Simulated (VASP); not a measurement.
# HC18 in VASP: single point with PBE+D3(BJ)

Aim: the single point of HC18 with PBE+D3(BJ).

Everything below comes from runs of VASP 6.6.1. Logs are shortened: lines on timing, memory, paths and dates and some standing lists are left out, and cuts for length are marked.

### 1 The cell of the first run

The cell holds a slab with vacuum, 19 atoms: a = 7.398 Å, b = 7.398 Å, c = 11.000 Å, α = 90.00°, β = 90.00°, γ = 120.00°.

### 2 Single point, PBE+D3(BJ), collinear spin

INCAR

```
PREC = Accurate ; ENCUT = 520
EDIFF = 1E-6 ; ISMEAR = -1
SIGMA = 0.05 ; LREAL = F
LASPH = T ; NELM = 200
ALGO = Normal ; ISIF = 2
LWAVE = F ; LCHARG = T
ISPIN = 2 ; MAGMOM = 0 0.09 0 0 0 0.09 0 0.09 0 0.08 0 0.08 0 0 0 0 0 0.08 0
LORBIT = 11 ; GGA = PE
IVDW = 12 ; LELF = T
LVHAR = T ; NBANDS = 56
GGA_COMPAT = F ; NELMDL = -8
```

KPOINTS

```
regular mesh
0
Gamma
  2 2 1
```

POSCAR

```
HC18
1.0
    7.3980000000      0.0000000000      0.0000000000
   -3.6990000000      6.4068560000      0.0000000000
    0.0000000000      0.0000000000     11.0000000000
C H
18 1
Direct
    0.0001724382      0.0005078934      0.0889790909
    0.2222169480      0.1115306790      0.0891964545
    0.0007268733      0.3349582073      0.0864129091
    0.2226723149      0.4455089985      0.0813131818
    0.0007280044      0.6666130782      0.0864197273
    0.2226740036      0.7780106186      0.0813300909
    0.3340705849     -0.0000440153      0.0864320909
    0.5533661366      0.1068950200      0.0924237273
    0.3340671004      0.3349582073      0.0864090909
    0.5533589710      0.4473208076      0.0923899091
    0.3335059225      0.6671751324      0.0803149091
    0.5551730783      0.7780109308      0.0813268182
    0.6657223465     -0.0000435471      0.0864306364
    0.8891509634      0.1115303668      0.0891968182
    0.6668394486      0.3338429957      0.1241453636
    0.8937956061      0.4473192468      0.0923972727
    0.6657220415      0.6666138587      0.0864145455
    0.8891489502      0.7784609175      0.0891948182
    0.6668598836      0.3339079261      0.2265453636
```

Potentials or basis: VASP PAW PBE potentials, release 64 (C, H).

Started as:

```console
> cat potpaw_PBE.64/C/POTCAR potpaw_PBE.64/H/POTCAR > POTCAR
> mpirun -np 1 vasp_std > vasp.out
```

OUTCAR:

```text
PREC = Accurate
   ENCUT = 520
   EDIFF = 1E-6
   ISMEAR = -1
   LREAL = F
   LASPH = T
   NELM = 200
   ISIF = 2
   ISPIN = 2
   LORBIT = 11
   GGA = PE
   IVDW = 12
   NELMDL = -8
 IVDW          = 12

 ion  position               nearest neighbor table
   1  0.000  0.001  0.089-  14 1.42   2 1.42  18 1.42
   2  0.222  0.112  0.089-   1 1.42   7 1.43   9 1.43
   3  0.001  0.335  0.086-  16 1.41   4 1.42  14 1.43
   4  0.223  0.446  0.081-  11 1.42   9 1.42   3 1.42
   5  0.001  0.667  0.086-  16 1.41   6 1.42  18 1.43
   6  0.223  0.778  0.081-  11 1.42   5 1.42   7 1.42
   7  0.334  1.000  0.086-   8 1.41   6 1.42   2 1.43
   8  0.553  0.107  0.092-  13 1.41   7 1.41  15 1.50
   9  0.334  0.335  0.086-  10 1.41   4 1.42   2 1.43
  10  0.553  0.447  0.092-   9 1.41  17 1.41  15 1.50
  11  0.334  0.667  0.080-   4 1.42  12 1.42   6 1.42
  12  0.555  0.778  0.081-  11 1.42  17 1.42  13 1.42
  13  0.666  1.000  0.086-   8 1.41  12 1.42  14 1.43
  14  0.889  0.112  0.089-   1 1.42   3 1.43  13 1.43
  15  0.667  0.334  0.124-  19 1.13   8 1.50  16 1.50  10 1.50
  16  0.894  0.447  0.092-   3 1.41   5 1.41  15 1.50
  17  0.666  0.667  0.086-  10 1.41  12 1.42  18 1.43
  18  0.889  0.778  0.089-   1 1.42   5 1.43  17 1.43
  19  0.667  0.334  0.227-  15 1.13

  LATTYP: Found a hexagonal cell.
 ALAT       =     7.3980000000
 C/A-ratio  =     1.4868883482

  Lattice vectors:

 A1 = (   7.3980000000,   0.0000000000,   0.0000000000)
 A2 = (  -3.6990000000,   6.4068560000,   0.0000000000)
 A3 = (   0.0000000000,   0.0000000000,  11.0000000000)

Analysis of symmetry for initial positions (statically):
=====================================================================
 Subroutine PRICEL returns:
 Original cell was already a primitive cell.

 Routine SETGRP: Setting up the symmetry group for a
 hexagonal supercell.

 Subroutine GETGRP returns: Found  1 space group operations
 (whereof  1 operations were pure point group operations)
 out of a pool of 24 trial point group operations.

The static configuration has the point symmetry C_1 .

Analysis of symmetry for dynamics (positions and initial velocities):
=====================================================================
 Subroutine PRICEL returns:
 Original cell was already a primitive cell.

 Routine SETGRP: Setting up the symmetry group for a
 hexagonal supercell.

[... 168 lines left out ...]

 number of electron      73.0000003 magnetization       1.0262353

 Free energy of the ion-electron system (eV)
  ---------------------------------------------------
  ext. energy  EPLUGINS =         0.00000000
  ---------------------------------------------------
  free energy    TOTEN  =      -167.77499981 eV

  energy without entropy =     -167.76545100  energy(sigma->0) =     -167.77022541

 E-fermi :  -1.3560     XC(G=0):  -3.9860

 val. band max:       -1.4919359274   @ k =   0.0000   0.0000   0.0000
 cond. band min:      -1.2352403141   @ k =   0.0000   0.0000   0.0000
 fundamental gap:      0.2566956133
 Fermi energy:        -1.3560319329

 spin component 1

 k-point     1 :       0.0000    0.0000    0.0000
  band No.  band energies     occupation
      1     -20.9291      1.00000
      2     -18.3887      1.00000
      3     -18.3844      1.00000
      4     -18.3843      1.00000
      5     -18.3481      1.00000
      6     -18.2843      1.00000
[... 193 lines left out ...]
     47       4.2068      0.00000
     48       4.3551      0.00000
 Fermi energy:        -1.3560319329

 spin component 2

 k-point     1 :       0.0000    0.0000    0.0000
  band No.  band energies     occupation
      1     -20.8605      1.00000
      2     -18.3325      1.00000
      3     -18.3325      1.00000
      4     -18.2961      1.00000
      5     -18.2630      1.00000
      6     -18.2239      1.00000
[... 193 lines left out ...]
     47       4.2743      0.00000
     48       4.4754      0.00000
 [bands above 48 left out]

------------------------ aborting loop because EDIFF is reached ----------------------------------------

 Edisp (eV)   -1.64639

 E8    (eV) :    -0.5080

  FORCE on cell =-STRESS in cart. coord.  units (eV):
  Direction    XX          YY          ZZ          XY          YZ          ZX
  --------------------------------------------------------------------------------------
  -------------------------------------------------------------------------------------
  Total       2.92491     2.92614    -0.12992     0.00014    -0.00005     0.00002
  in kB       8.98817     8.99194    -0.39924     0.00044    -0.00016     0.00006
  external pressure =        5.86 kB  Pullay stress =        0.00 kB

 VOLUME and BASIS-vectors are now :
 -----------------------------------------------------------------------------
  energy-cutoff  :      520.00
  volume of cell :      521.38
      direct lattice vectors                 reciprocal lattice vectors
     7.398000000  0.000000000  0.000000000     0.135171668  0.078041398  0.000000000
    -3.699000000  6.406856000  0.000000000     0.000000000  0.156082796  0.000000000
     0.000000000  0.000000000 11.000000000     0.000000000  0.000000000  0.090909091

 POSITION                                       TOTAL-FORCE (eV/Angst)
 -----------------------------------------------------------------------------------
     -0.00060      0.00325      0.97877         0.000079     -0.000441      0.002127
      1.23141      0.71456      0.98116         0.000708      0.000426     -0.001203
     -1.23363      2.14603      0.95054         0.002536     -0.001690     -0.000991
     -0.00061      2.85431      0.89444        -0.000012     -0.002526      0.000945
     -2.46042      4.27089      0.95062        -0.000396      0.003109     -0.001320
     -1.23052      4.98460      0.89463        -0.001662      0.001018      0.000524
[... 11 lines left out ...]
      3.69840      4.98749      0.98114        -0.000039      0.000014     -0.000946
      3.69830      2.13930      2.49200         0.000167     -0.000765      0.027070
 -----------------------------------------------------------------------------------
    total drift:                                0.000050     -0.000169     -0.000018

  FREE ENERGIE OF THE ION-ELECTRON SYSTEM (eV)
  ---------------------------------------------------
  free  energy   TOTEN  =      -169.4213918784 eV

  energy  without entropy=     -169.4118430710  energy(sigma->0) =     -169.41661747

 total charge

# of ion       s       p       d       tot
------------------------------------------
    1        0.862   1.787   0.000   2.649
    2        0.860   1.780   0.000   2.640
    3        0.863   1.793   0.000   2.657
    4        0.864   1.789   0.000   2.653
    5        0.863   1.793   0.000   2.657
    6        0.864   1.789   0.000   2.653
[... 11 lines left out ...]
   18        0.860   1.780   0.000   2.640
   19        0.613   0.040   0.000   0.653
--------------------------------------------------
tot         16.109  32.200   0.000  48.308

 magnetization (x)

# of ion       s       p       d       tot
------------------------------------------
    1       -0.005  -0.036   0.000  -0.041
    2        0.007   0.113   0.000   0.121
    3       -0.005  -0.054   0.000  -0.059
    4        0.004   0.056   0.000   0.060
    5       -0.005  -0.054   0.000  -0.059
    6        0.004   0.056   0.000   0.060
[... 11 lines left out ...]
   18        0.007   0.113   0.000   0.121
   19        0.048  -0.001   0.000   0.048
--------------------------------------------------
tot          0.067   0.475   0.000   0.542
```

stdout:

```text
POSCAR found type information on POSCAR C H
 POSCAR found :  2 types and      19 ions
 scaLAPACK will be used
 -----------------------------------------------------------------------------
|                                                                             |
|                                                                             |
|     You have a (more or less) 'large supercell' and for larger cells it     |
|     might be more efficient to use real-space projection operators.         |
|     Therefore, try LREAL= Auto in the INCAR file.                           |
|     Mind: For very accurate calculation, you might also keep the            |
|     reciprocal projection scheme (i.e. LREAL=.FALSE.).                      |
|                                                                             |
 -----------------------------------------------------------------------------

 LDA part: xc-table for (Slater+PW92), standard interpolation
 POSCAR, INCAR and KPOINTS ok, starting setup
 FFT: planning ... GRIDC
 FFT: planning ... GRID_SOFT
 FFT: planning ... GRID
 WAVECAR not read
 entering main loop
```

It took 12 min on 1 thread of Oxide Virtual Turin-like, shared host; peak memory 0.79 GiB.

What came out:

| Quantity | Value |
| --- | --- |
| Free energy | -169.4214 eV |
| Largest force | 0.027 eV/Å |
| Band gap on the k mesh | 0.26 eV |
| Net moment | 1.03 μB per cell |
| Site moments | C -0.04, +0.12, -0.06, +0.06, +0.13, -0.03, -0.02 (each value once); H +0.05 μB |
| Valence electrons inside the program's atomic spheres | C 2.65, 2.64, 2.66, 2.63 (each value once); H 0.65 |
| Dispersion energy per atom | -0.087 eV |

Forces in eV/Å, atoms in the order of the input:
```
C    0.000  0.000  0.002
C    0.001  0.000 -0.001
C    0.003 -0.002 -0.001
C    0.000 -0.003  0.001
C    0.000  0.003 -0.001
C   -0.002  0.001  0.001
C   -0.003 -0.001 -0.001
C    0.000  0.013  0.000
C   -0.003 -0.002 -0.001
C    0.015 -0.009  0.002
C    0.000  0.000 -0.014
C    0.002  0.001  0.001
C    0.003 -0.001 -0.001
C   -0.001  0.001 -0.001
C   -0.001  0.004 -0.011
C   -0.015 -0.009  0.002
C    0.000  0.003 -0.001
C    0.000  0.000 -0.001
H    0.000 -0.001  0.027
```

Levels at points of the mesh, in eV from the valence-band top:
Spin up:
```csv
k point,band 33,band 34,band 35,band 36,band 37,band 38,band 39,band 40,band 41,band 42
"(0.00, 0.00, 0.00)",-2.90,-2.90,-1.85,-0.12,-0.12,0.26,2.20,3.23,4.30,4.88
"(0.50, 0.00, 0.00)",-2.60,-2.59,-2.54,-2.35,-0.12,1.92,2.53,2.56,2.61,3.73
"(0.00, 0.50, 0.00)",-2.60,-2.59,-2.54,-2.35,-0.12,1.92,2.53,2.56,2.61,3.73
"(0.50, 0.50, 0.00)",-2.60,-2.59,-2.54,-2.35,-0.12,1.92,2.53,2.56,2.61,3.73
```
Spin down:
| k point | band 33 | band 34 | band 35 | band 36 | band 37 | band 38 | band 39 | band 40 |
| --- | --- | --- | --- | --- | --- | --- | --- | --- |
| (0.00, 0.00, 0.00) | -2.87 | -2.87 | -1.67 | 0.00 | 0.42 | 0.42 | 2.41 | 3.34 |
| (0.50, 0.00, 0.00) | -2.46 | -2.42 | -2.41 | -2.23 | 0.48 | 2.03 | 2.68 | 2.75 |
| (0.00, 0.50, 0.00) | -2.46 | -2.42 | -2.41 | -2.23 | 0.48 | 2.03 | 2.68 | 2.75 |
| (0.50, 0.50, 0.00) | -2.46 | -2.42 | -2.41 | -2.23 | 0.48 | 2.03 | 2.68 | 2.75 |

Caveat: the k points lie up to 0.49 Å⁻¹ apart; a moment this small can come from the mesh or the smearing; there is no dipole correction, which matters where the two faces differ.
